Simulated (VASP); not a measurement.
Input of a VASP 6.6.1 run:

INCAR

```
SYSTEM = Ag
PREC = Accurate
ENCUT = 520
EDIFF = 1E-6
ISMEAR = 0
SIGMA = 0.1
LREAL = .False.
LASPH = .True.
NELM = 80
ALGO = Normal
ISIF = 2
LWAVE = .False.
LCHARG = .False.
GGA = PS
NBANDS = 12
```

KPOINTS

```
regular mesh
0
Gamma
  18 18 18
  0 0 0
```

The input POSCAR:

```
Ag
1.0
   -1.6080429563      1.6080429563      1.6080429563
    1.6080429563     -1.6080429563      1.6080429563
    1.6080429563      1.6080429563     -1.6080429563
Ag
1
Direct
    0.0000000000      0.0000000000      0.0000000000
```

Potentials or basis: VASP PAW PBE potentials, release 64 (Ag).

Command:

```bash
$ cat potpaw_PBE.64/Ag/POTCAR > POTCAR
$ mpirun -np 1 vasp_std > vasp.out
```

**Question.** What does it give for the band gap on the k mesh?

**Answer.** Zero (an odd number of electrons rules out a gap without spin polarisation).

**Question.** What does it give for the pressure?

**Answer.** 0.8 GPa.

Caveat: the PAW data sets were made with another functional, which shifts forces and pressure a little.
